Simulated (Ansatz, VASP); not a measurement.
**One calculation of Sr, two programs**

```xyz
2
Lattice="0.0000 4.5975 4.5975 4.5975 0.0000 4.5975 4.5975 4.5975 0.0000" Properties=species:S:1:pos:R:3 pbc="T T T"
Sr    1.1494    1.1494    1.1494
Sr    8.0456    8.0456    8.0456
```

Alike in both runs: task single point; functional PBE; k mesh 10 × 10 × 10; occupations fermi-dirac, width 0.1 eV; no spin polarisation.

|  | VASP | Ansatz |
| --- | --- | --- |
| version | VASP 6.6.1 | Ansatz 0.2.0 |
| potentials or method | VASP PAW PBE potentials, release 64 (Sr_sv), cutoff 520 eV | plane waves (420 eV) with PAW, scalar-relativistic |
| valence electrons in the cell | 20 | 20 |

```tsv
	VASP	Ansatz	Ansatz less VASP
pressure (GPa)	0.4	0.4	0.00
```
